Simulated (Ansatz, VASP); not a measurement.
**One calculation of CuI, two programs**

The input POSCAR:

```
CuI
1.0
    0.0000000000      3.0117341548      3.0117341548
    3.0117341548      0.0000000000      3.0117341548
    3.0117341548      3.0117341548      0.0000000000
Cu I
1 1
Direct
    0.2500000000      0.2500000000      0.2500000000
    0.0000000000      0.0000000000      0.0000000000
```

The input INCAR.step1:

```
SYSTEM = CuI
ALGO     = Normal         ! electronic algorithm
EDIFF    = 1E-4           ! SCF threshold, eV
ENCUT    = 520            ! plane-wave cutoff, eV
GGA      = PE             ! functional
ISMEAR   = 0              ! smearing method
LASPH    = .TRUE.         ! aspherical terms in the spheres
LCHARG   = .FALSE.        ! write CHGCAR
LREAL    = .FALSE.        ! projectors in reciprocal space
LWAVE    = .TRUE.         ! write WAVECAR
NBANDS   = 16             ! bands
NELM     = 80             ! most SCF steps
PREC     = Accurate       ! precision mode
SIGMA    = 0.02           ! smearing width, eV
```

INCAR.step2

```
SYSTEM = CuI
ALGO     = Normal         ! electronic algorithm
EDIFF    = 1E-6           ! SCF threshold, eV
ENCUT    = 520            ! plane-wave cutoff, eV
ISIF     = 2              ! what is computed and relaxed
ISMEAR   = 0              ! smearing method
ISTART   = 1            
LASPH    = .TRUE.         ! aspherical terms in the spheres
LCHARG   = .FALSE.        ! write CHGCAR
LMIXTAU  = .TRUE.       
LREAL    = .FALSE.        ! projectors in reciprocal space
LWAVE    = .FALSE.        ! write WAVECAR
METAGGA  = R2SCAN         ! meta-GGA
NBANDS   = 16             ! bands
NELM     = 80             ! most SCF steps
PREC     = Accurate       ! precision mode
SIGMA    = 0.02           ! smearing width, eV
```

The input KPOINTS:

```
k-points
0
G
  8 8 8
  0 0 0
```

Input for Ansatz:

```yaml
crystal:
  lattice:
    - [0.0, 3.0117341548, 3.0117341548]
    - [3.0117341548, 0.0, 3.0117341548]
    - [3.0117341548, 3.0117341548, 0.0]
  atoms:
    - { symbol: Cu, position: [0.25, 0.25, 0.25] }
    - { symbol: I, position: [0.0, 0.0, 0.0] }
basis:
  ecutwfc: 500
kpoints:
  mp_grid: { grid: [8, 8, 8] }
hamiltonian:
  xc: r2scan
scf:
  occupations: { method: gaussian, width: 0.02 }
  n_extra_bands: 12
output:
  forces: false
  stress: false
  eigenvalues: true
  optics: { e_range: [0, 14], sigma: 0.1, nscf_kmesh: { grid: [12, 12, 12] } }
checkpoint:
  read: start.run
  write: ck
  compress: false
  write_wavefunctions: false
  write_every: 100000
```

Alike in both runs: task single point; functional r2SCAN; k mesh 8 × 8 × 8; occupations gaussian, width 0.02 eV; no spin polarisation.

|  | VASP | Ansatz |
| --- | --- | --- |
| version | VASP 6.6.1 | Ansatz 0.2.0 |
| potentials or method | VASP PAW PBE potentials, release 64 (Cu, I), cutoff 520 eV | scalar-relativistic, plane waves, PAW |
| valence electrons in the cell | 18 | 36 |

|  | VASP | Ansatz | Ansatz less VASP |
| --- | --- | --- | --- |
| gap on the k mesh at the Fermi level (eV) | 1.67 | 1.67 | -0.005 |
| least direct gap on the mesh (eV) | 1.67 | 1.67 | -0.005 |

VASP's potentials were made for PBE, not for r2SCAN. The functional is the same, so the differences come from potentials, cutoffs and numerics. VASP's potentials hold 18 valence electrons a cell and Ansatz's 36, so a difference there can come from the potentials and not from the codes.

Spin-orbit coupling is off throughout.
